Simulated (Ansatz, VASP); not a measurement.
W: VASP beside Ansatz

```
W
1.0
     0.00000    2.03000    2.03000
     2.03000    0.00000    2.03000
     2.03000    2.03000    0.00000
W
1
Direct
  0.00000 0.00000 0.00000
```

Alike in both runs: functional PBEsol-based screened hybrid with a share of 0.25 of exact exchange and HFSCREEN = 0.207; k mesh 6 × 6 × 6; occupations fermi-dirac, width 0.05 eV; no spin polarisation.

|  | VASP | Ansatz |
| --- | --- | --- |
| version | VASP 6.6.1 | Ansatz 0.2.0 |
| potentials or method | VASP PAW PBE potentials, release 64 (W_sv) | Ansatz PAW |
| plane-wave cutoff (eV) | 520 | 420 |
| valence electrons in the cell | 14 | 14 |
| task | single point | band structure |

```tsv
	VASP	Ansatz	Ansatz less VASP
gap on the k mesh at the Fermi level (eV)	none	none	-
pressure (GPa)	-14.5	-14.0	+0.44
```

VASP's potentials were made for PBE, not for PBEsol-based screened hybrid. A gap of «none» marks a metal or a gap that the smearing closes. With one functional, cell and mesh, what is left measures potentials, basis and numerics.

The k mesh is coarse, so the values compare programs but aren't converged. Neither program's run includes spin-orbit coupling.
